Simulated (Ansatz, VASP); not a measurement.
**Two plane-wave programs on InSb3**

INCAR

```
SYSTEM = InSb3
PREC = Accurate
ENCUT = 520
EDIFF = 1E-6
ISMEAR = 0
SIGMA = 0.1
LREAL = .FALSE.
LASPH = .TRUE.
NELM = 60
ALGO = Normal
ISIF = 2
LWAVE = .FALSE.
LCHARG = .FALSE.
GGA = PS
NBANDS = 22
```

KPOINTS

```
Automatic mesh
0
G
  10 10 10
  0 0 0
```

File POSCAR:

```
InSb3
1.0
    0.0000000000      3.7969201304      3.7969201304
    3.7969201304      0.0000000000      3.7969201304
    3.7969201304      3.7969201304      0.0000000000
In Sb
1 3
Direct
    0.0000000000      0.0000000000      0.0000000000
    0.2500000000      0.2500000000      0.2500000000
    0.7500000000      0.7500000000      0.7500000000
    0.5000000000      0.5000000000      0.5000000000
```

Input for Ansatz:

```yaml
crystal:
  lattice:
    - [0.0, 3.7969201304, 3.7969201304]
    - [3.7969201304, 0.0, 3.7969201304]
    - [3.7969201304, 3.7969201304, 0.0]
  atoms:
    - { symbol: In, position: [0.0, 0.0, 0.0] }
    - { symbol: Sb, position: [0.25, 0.25, 0.25] }
    - { symbol: Sb, position: [0.75, 0.75, 0.75] }
    - { symbol: Sb, position: [0.5, 0.5, 0.5] }
basis:
  ecutwfc: 420
kpoints:
  mp_grid: { grid: [10, 10, 10] }
hamiltonian:
  xc: pbesol
scf:
  occupations: { method: gaussian, width: 0.1 }
output:
  forces: true
  stress: true
  eigenvalues: true
```

Alike in both runs: task single point; functional PBEsol; k mesh 10 × 10 × 10; occupations gaussian, width 0.1 eV; no spin polarisation.

|  | VASP | Ansatz |
| --- | --- | --- |
| version | VASP 6.6.1 | Ansatz 0.2.0 |
| potentials or method | VASP PAW PBE potentials, release 64 (In_d, Sb), cutoff 520 eV | scalar-relativistic, plane waves, PAW |
| valence electrons in the cell | 28 | 58 |

```tsv
	VASP	Ansatz	Ansatz less VASP
gap on the k mesh at the Fermi level (eV)	none	none	-
pressure (GPa)	-3.2	-3.2	+0.02
```

VASP's potentials were made for PBE, not for PBEsol. A gap of «none» marks a metal or a gap that the smearing closes. The functional is the same, so the differences come from potentials, cutoffs and numerics. VASP's potentials hold 28 valence electrons a cell and Ansatz's 58, so a difference there can come from the potentials and not from the codes.

Spin-orbit coupling is off throughout.
